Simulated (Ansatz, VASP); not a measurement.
Two plane-wave programs on Au2S3

```
S Au
1.0
    -2.48425    2.48425    4.67706
     2.48425   -2.48425    4.67706
     2.48425    2.48425   -4.67706
S Au
3 2
Direct
  0.64059 0.14059 0.50000
  0.14059 0.64059 0.50000
  0.37000 0.37000 0.00000
  0.89097 0.39097 0.50000
  0.39097 0.89097 0.50000
```

Alike in both runs: functional PBE; k mesh 3 × 3 × 3; occupations gaussian, width 0.15 eV; no spin polarisation.

Ansatz relaxed the structure, and its values are those at the end. VASP's run is a single point on that final structure, the one shown.

|  | VASP | Ansatz |
| --- | --- | --- |
| version | VASP 6.6.1 | Ansatz 0.2.0 |
| potentials or method | VASP PAW PBE potentials, release 64 (S, Au), cutoff 500 eV | scalar-relativistic, plane waves, PAW |
| valence electrons in the cell | 40 | 56 |

Ansatz gave:

| Quantity | Value |
| --- | --- |
| gap on the k mesh at the Fermi level (eV) | none |
| pressure (GPa) | 0.0 |
| rms of the force components (eV/Å) | 0.010 |

Problem. Which values does VASP return?

Solution. gap on the k mesh at the Fermi level (eV): none; pressure (GPa): -0.2; rms of the force components (eV/Å): 0.009.

A gap of «none» marks a metal or a gap that the smearing closes. The functional is the same, so the differences come from potentials, cutoffs and numerics. VASP's potentials hold 40 valence electrons a cell and Ansatz's 56, so a difference there can come from the potentials and not from the codes.

The k mesh is coarse, so the values compare programs but aren't converged. Neither program's run includes spin-orbit coupling.
